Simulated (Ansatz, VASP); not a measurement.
# Two plane-wave programs on Ba

```
Ba
1.0
    -4.13119    4.13119    3.83677
     4.13119   -4.13119    3.83677
     4.13119    4.13119   -3.83677
Ba
4
Direct
  0.81814 0.68186 0.50000
  0.18186 0.31814 0.50000
  0.31814 0.81814 0.13628
  0.68186 0.18186 0.86372
```

Alike in both runs: task single point; functional PBE; k mesh 4 × 4 × 4; occupations gaussian, width 0.1 eV; no spin polarisation.

```csv
,VASP,Ansatz
version,VASP 6.6.1,Ansatz 0.2.0
potentials or method,"VASP PAW PBE potentials, release 64 (Ba_sv), cutoff 520 eV","scalar-relativistic, plane waves, PAW"
valence electrons in the cell,40,40
```

|  | VASP | Ansatz | Ansatz less VASP |
| --- | --- | --- | --- |
| gap on the k mesh at the Fermi level (eV) | none | none | - |
| pressure (GPa) | -0.1 | -0.1 | -0.05 |
| traceless stress, the component that is largest in VASP (GPa) | -0.15 | -0.15 | +0.001 |
| rms of the force components (eV/Å) | 0.059 | 0.058 | -0.0019 |

Atom by atom the forces differ by 0.002 eV/Å (rms over components). A gap of «none» marks a metal or a gap that the smearing closes.

Neither program's run includes spin-orbit coupling.
